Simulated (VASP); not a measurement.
# AgCl (Chlorargyrite) in VASP: further runs, part 2 of 2

VASP 6.6.1.

**3. Single point, r2SCAN+D4**

The input, POSCAR:

```
AgCl
1.0
    0.0000000000      2.7350000000      2.7350000000
    2.7350000000      0.0000000000      2.7350000000
    2.7350000000      2.7350000000      0.0000000000
Ag Cl
1 1
Direct
    0.0000000000      0.0100000000      0.0000000000
    0.5000000000      0.5000000000      0.5000000000
```

The input, INCAR.step1:

```
PREC     = Accurate       # precision mode
ENCUT    = 520            # plane-wave cutoff, eV
ISMEAR   = 0              # smearing method
SIGMA    = 0.01           # smearing width, eV
LREAL    = F              # projectors in reciprocal space
LASPH    = T              # aspherical terms in the spheres
NELM     = 60             # most SCF steps
NBANDS   = 16             # bands
GGA      = PE             # functional
ALGO     = Normal         # electronic algorithm
EDIFF    = 1E-4           # SCF threshold, eV
LWAVE    = T              # write WAVECAR
LCHARG   = F              # write CHGCAR
```

The input, INCAR.step2:

```
PREC     = Accurate       # precision mode
ENCUT    = 520            # plane-wave cutoff, eV
EDIFF    = 1E-7           # SCF threshold, eV
ISMEAR   = 0              # smearing method
SIGMA    = 0.01           # smearing width, eV
LREAL    = F              # projectors in reciprocal space
LASPH    = T              # aspherical terms in the spheres
NELM     = 60             # most SCF steps
ALGO     = Normal         # electronic algorithm
ISIF     = 2              # what is computed and relaxed
LWAVE    = F              # write WAVECAR
LCHARG   = F              # write CHGCAR
METAGGA  = R2SCAN         # meta-GGA
LMIXTAU  = T            
IVDW     = 13             # dispersion correction
VDW_S6   = 1.0          
VDW_S8   = 0.6018749    
VDW_A1   = 0.51559235   
VDW_A2   = 5.77342911   
NBANDS   = 16             # bands
ISTART   = 1
```

The input, KPOINTS:

```
regular mesh
0
Gamma
  3 3 3
```

Potentials or basis: VASP PAW PBE potentials, release 64 (Ag, Cl).

Launch:

```
> cat potpaw_PBE.64/Ag/POTCAR potpaw_PBE.64/Cl/POTCAR > POTCAR
> cp INCAR.step1 INCAR
> mpirun -np 1 vasp_std > vasp.out
> cp INCAR.step2 INCAR
> mpirun -np 1 vasp_std > vasp.out
```

OUTCAR:

```text
PREC = Accurate
   ENCUT = 520
   EDIFF = 1E-7
   ISMEAR = 0
   LREAL = F
   LASPH = T
   NELM = 60
   ISIF = 2
   METAGGA = R2SCAN
   IVDW = 13
   ISTART = 1

 ion  position               nearest neighbor table
   1  0.000  0.010  0.000-   2 2.71   2 2.71   2 2.74   2 2.74   2 2.76   2 2.76
   2  0.500  0.500  0.500-   1 2.71   1 2.71   1 2.74   1 2.74   1 2.76   1 2.76

  LATTYP: Found a face centered cubic cell.
 ALAT       =     5.4700000000

  Lattice vectors:

 A1 = (   0.0000000000,   2.7350000000,   2.7350000000)
 A2 = (   2.7350000000,   0.0000000000,   2.7350000000)
 A3 = (   2.7350000000,   2.7350000000,   0.0000000000)

Analysis of symmetry for initial positions (statically):
=====================================================================
 Subroutine PRICEL returns:
 Original cell was already a primitive cell.

 Routine SETGRP: Setting up the symmetry group for a
 face centered cubic supercell.

 Subroutine GETGRP returns: Found  4 space group operations
 (whereof  4 operations were pure point group operations)
 out of a pool of 48 trial point group operations.

The static configuration has the point symmetry C_2v.

Analysis of symmetry for dynamics (positions and initial velocities):
=====================================================================
 Subroutine PRICEL returns:
 Original cell was already a primitive cell.

 Routine SETGRP: Setting up the symmetry group for a
 face centered cubic supercell.

 Subroutine GETGRP returns: Found  4 space group operations
 (whereof  4 operations were pure point group operations)
 out of a pool of 48 trial point group operations.

The dynamic configuration has the point symmetry C_2v.

 Subroutine INISYM returns: Found  4 space group operations
 (whereof  4 operations are pure point group operations),
 and found     1 'primitive' translations

----------------------------------------------------------------------------------------

[... 94 lines left out ...]
     AMIX     =   0.40;   BMIX     =  1.00
     AMIX_MAG =   1.60;   BMIX_MAG =  1.00
  volume/ion in A,a.u.               =      20.46       138.06
  Fermi-wavevector in a.u.,A,eV,Ry     =   1.245083  2.352866 21.092186  1.550232
  Thomas-Fermi vector in A             =   2.379321
   LORBIT       =      0    0 simple, 1 ext, 2 COOP (PROOUT), +10 PAW based schemes
   METAGGA = R2SCAN    functional components
   LHFCALC =     F    Hartree Fock is set to
   AEXX    =    0.0000 exact exchange contribution
   IVDW    =    13    specifies the selected vdW correction
   LEPSILON=     F    determine dielectric tensor
   LRPA    =     F    only Hartree local field effects (RPA)
 non-spin polarized calculation
 Gauss-broadening in eV      SIGMA  =   0.01
  energy-cutoff  :      520.00
  volume of cell :       40.92
 maximum number of plane-waves:      1113
 NGX is ok and might be reduce to    30
   NGX = 15   NGY = 15   NGZ = 15

 number of electron      18.0000002 magnetization

 Free energy of the ion-electron system (eV)
  ---------------------------------------------------
  ext. energy  EPLUGINS =         0.00000000
  ---------------------------------------------------
  free energy    TOTEN  =       -28.57513680 eV

  energy without entropy =      -28.57513680  energy(sigma->0) =      -28.57513680

 E-fermi :   3.7755     XC(G=0): -10.7322

 val. band max:        3.6800637221   @ k =   0.0000   0.3333   0.0000
 cond. band min:       5.5188192336   @ k =   0.0000   0.0000   0.0000
 fundamental gap:      1.8387555116
 Fermi energy:         3.7755056152

 k-point     1 :       0.0000    0.0000    0.0000
  band No.  band energies     occupation
      1     -11.9818      2.00000
      2       1.3660      2.00000
      3       1.3678      2.00000
      4       1.3886      2.00000
      5       1.4642      2.00000
      6       1.4945      2.00000
[... 129 lines left out ...]
      3      -0.3689      2.00000
      4      -0.2640      2.00000
      5       1.7491      2.00000
      6       1.8808      2.00000
[... 8 lines left out ...]
     15      17.7404      0.00000
     16      21.3983      0.00000

------------------------ aborting loop because EDIFF is reached ----------------------------------------

  DFT-D4 for vdW energy calculation

  Edisp (eV):   -0.25711

  FORCE on cell =-STRESS in cart. coord.  units (eV):
  Direction    XX          YY          ZZ          XY          YZ          ZX
  --------------------------------------------------------------------------------------
  -------------------------------------------------------------------------------------
  Total       0.46742     0.45526     0.46742     0.00000     0.00000    -0.00477
  in kB      18.30279    17.82661    18.30279     0.00000     0.00000    -0.18664
  external pressure =       18.14 kB  Pullay stress =        0.00 kB

 VOLUME and BASIS-vectors are now :
 -----------------------------------------------------------------------------
  energy-cutoff  :      520.00
  volume of cell :       40.92
      direct lattice vectors                 reciprocal lattice vectors
     0.000000000  2.735000000  2.735000000    -0.182815356  0.182815356  0.182815356
     2.735000000  0.000000000  2.735000000     0.182815356 -0.182815356  0.182815356
     2.735000000  2.735000000  0.000000000     0.182815356  0.182815356 -0.182815356

 POSITION                                       TOTAL-FORCE (eV/Angst)
 -----------------------------------------------------------------------------------
      0.02735      0.00000      0.02735        -0.050005      0.000000     -0.050005
      2.73500      2.73500      2.73500         0.050005      0.000000      0.050005
 -----------------------------------------------------------------------------------
    total drift:                                0.000987      0.000001      0.000987

  FREE ENERGIE OF THE ION-ELECTRON SYSTEM (eV)
  ---------------------------------------------------
  free  energy   TOTEN  =       -28.8322507980 eV

  energy  without entropy=      -28.8322507980  energy(sigma->0) =      -28.83225080
```

It took 30 s on 1 thread of Intel Xeon Platinum 8488C (Sapphire Rapids), shared host; peak memory 0.17 GiB.

What came out:

```
Free energy                : -28.8323 eV
Pressure                   : 1.8 GPa
Largest force              : 0.071 eV/Å
Band gap on the k mesh     : 1.84 eV, indirect (least direct gap 3.87 eV)
Dispersion energy per atom : -0.129 eV
```

Forces on the atoms (eV/Å):
```
Ag  -0.050  0.000 -0.050
Cl   0.050  0.000  0.050
```

Caveat: the k points lie up to 0.66 Å⁻¹ apart; the PAW data sets were made with another functional, which shifts forces and pressure a little.

**4. Single point, r2SCAN+D4**

Edit POSCAR of step 3 so:

```diff
@@ -8,3 +8,3 @@
 Direct
-    0.0000000000      0.0100000000      0.0000000000
+    0.0000000000      0.0200000000      0.0000000000
     0.5000000000      0.5000000000      0.5000000000
```

The input, INCAR.step1:

```
PREC     = Accurate       # precision mode
ENCUT    = 520            # plane-wave cutoff, eV
ISMEAR   = 0              # smearing method
SIGMA    = 0.01           # smearing width, eV
LREAL    = False          # projectors in reciprocal space
LASPH    = True           # aspherical terms in the spheres
NELM     = 100            # most SCF steps
NBANDS   = 16             # bands
GGA      = PE             # functional
ALGO     = Normal         # electronic algorithm
EDIFF    = 1E-4           # SCF threshold, eV
LWAVE    = True           # write WAVECAR
LCHARG   = False          # write CHGCAR
```

The input, INCAR.step2:

```
PREC     = Accurate       # precision mode
ENCUT    = 520            # plane-wave cutoff, eV
EDIFF    = 1E-6           # SCF threshold, eV
ISMEAR   = 0              # smearing method
SIGMA    = 0.01           # smearing width, eV
LREAL    = False          # projectors in reciprocal space
LASPH    = True           # aspherical terms in the spheres
NELM     = 100            # most SCF steps
ALGO     = Normal         # electronic algorithm
ISIF     = 2              # what is computed and relaxed
LWAVE    = False          # write WAVECAR
LCHARG   = False          # write CHGCAR
METAGGA  = R2SCAN         # meta-GGA
LMIXTAU  = True         
IVDW     = 13             # dispersion correction
VDW_S6   = 1.0          
VDW_S8   = 0.6018749    
VDW_A1   = 0.51559235   
VDW_A2   = 5.77342911   
NBANDS   = 16             # bands
ISTART   = 1
```

The input, KPOINTS:

```
Automatic mesh
0
Gamma
  3 3 3
```

Launch:

```
> cat potpaw_PBE.64/Ag/POTCAR potpaw_PBE.64/Cl/POTCAR > POTCAR
> cp INCAR.step1 INCAR
> mpirun -np 1 vasp_std > vasp.out
> cp INCAR.step2 INCAR
> mpirun -np 1 vasp_std > vasp.out
```

It took 34 s on 1 thread of Intel Xeon Platinum 8488C (Sapphire Rapids), shared host; peak memory 0.17 GiB.

Results (log left out):

* Free energy: -28.8281 eV
* Pressure: 1.9 GPa
* Largest force: 0.142 eV/Å
* Band gap on the k mesh: 1.83 eV, indirect (least direct gap 3.73 eV)
* Dispersion energy per atom: -0.129 eV

Forces on the atoms (eV/Å):
```
Ag  -0.101  0.000 -0.101
Cl   0.101  0.000  0.101
```

Stress tensor (GPa, compression positive):
```
 1.97  0.00 -0.08
 0.00  1.78  0.00
-0.08  0.00  1.97
```

Levels at points of the mesh, in eV from the valence-band top:
```csv
k point,band 6,band 7,band 8,band 9,band 10,band 11,band 12,band 13
"(0.00, 0.00, 0.00)",-2.20,-2.02,-1.95,-1.90,1.83,11.67,11.70,11.73
```

Caveat: the k points lie up to 0.66 Å⁻¹ apart; the PAW data sets were made with another functional, which shifts forces and pressure a little.

**5. Single point, r2SCAN+D4**

Edit POSCAR of step 4 so:

```diff
@@ -8,3 +8,3 @@
 Direct
-    0.0000000000      0.0200000000      0.0000000000
+    0.0000000000      0.0300000000      0.0000000000
     0.5000000000      0.5000000000      0.5000000000
```

The input, INCAR.step1:

```
ALGO = Normal ; EDIFF = 1E-4
ENCUT = 520 ; GGA = PE
ISMEAR = 0 ; LASPH = True
LCHARG = False ; LREAL = False
LWAVE = True ; NBANDS = 16
NELM = 80 ; PREC = Accurate
SIGMA = 0.01
```

The input, INCAR.step2:

```
ALGO = Normal ; EDIFF = 1E-7
ENCUT = 520 ; ISIF = 2
ISMEAR = 0 ; ISTART = 1
IVDW = 13 ; LASPH = True
LCHARG = False ; LMIXTAU = True
LREAL = False ; LWAVE = False
METAGGA = R2SCAN ; NBANDS = 16
NELM = 80 ; PREC = Accurate
SIGMA = 0.01 ; VDW_A1 = 0.51559235
VDW_A2 = 5.77342911 ; VDW_S6 = 1.0
VDW_S8 = 0.6018749
```

The input, KPOINTS:

```
k-points
0
Gamma
  3 3 3
```

Launch:

```
> cat potpaw_PBE.64/Ag/POTCAR potpaw_PBE.64/Cl/POTCAR > POTCAR
> cp INCAR.step1 INCAR
> mpirun -np 1 vasp_std > vasp.out
> cp INCAR.step2 INCAR
> mpirun -np 1 vasp_std > vasp.out
```

Wall time 32 s (1 thread of Intel Xeon Platinum 8488C (Sapphire Rapids), shared host); peak memory 0.17 GiB.

Results (log left out):

```yaml
Free_energy: -28.8212 eV
Pressure: 2.1 GPa
Largest_force: 0.215 eV/Å
Band_gap_on_the_k_mesh: 1.82 eV, indirect (least direct gap 3.60 eV)
Dispersion_energy_per_atom: -0.129 eV
```

Forces on the atoms (eV/Å):
```
Ag  -0.152  0.000 -0.152
Cl   0.152  0.000  0.152
```

Stress tensor (GPa, compression positive):
```
 2.21  0.00 -0.17
 0.00  1.78  0.00
-0.17  0.00  2.21
```

Levels at points of the mesh, in eV from the valence-band top:
```tsv
k point	band 7	band 8	band 9	band 10	band 11	band 12
(0.00, 0.00, 0.00)	-1.95	-1.84	-1.78	1.82	11.59	11.66
```

Caveat: the k points lie up to 0.66 Å⁻¹ apart; the PAW data sets were made with another functional, which shifts forces and pressure a little. A k mesh can miss the band edges.
